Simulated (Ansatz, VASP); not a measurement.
## YAl2N3 in VASP and in Ansatz

```xyz
6
Lattice="3.2995 0.0000 0.0000 -1.6498 2.8575 0.0000 0.0000 0.0000 8.3178" Properties=species:S:1:pos:R:3 pbc="T T T"
Y     0.0000    1.9050    5.5476
Al    0.0000    0.0000    0.1639
Al    1.6498    0.9525    2.6566
N     0.0000    1.9050    7.8804
N     1.6498    0.9525    4.5507
N     0.0000    0.0000    2.0746
```

Alike in both runs: functional PBE; k mesh 6 × 6 × 2; occupations gaussian, width 0.1 eV; no spin polarisation.

Ansatz relaxed the structure, and its values are those at the end. VASP's run is a single point on that final structure, the one shown.

|  | VASP | Ansatz |
| --- | --- | --- |
| version | VASP 6.6.1 | Ansatz 0.2.0 |
| potentials or method | VASP PAW PBE potentials, release 64 (Y_sv, Al, N), cutoff 520 eV | scalar-relativistic, plane waves, PAW |
| valence electrons in the cell | 32 | 32 |

```tsv
	VASP	Ansatz	Ansatz less VASP
gap on the k mesh at the Fermi level (eV)	2.09	2.10	+0.003
least direct gap on the mesh (eV)	2.62	2.63	+0.004
pressure (GPa)	-0.5	-0.2	+0.23
rms of the force components (eV/Å)	0.014	0.015	+0.0007
```
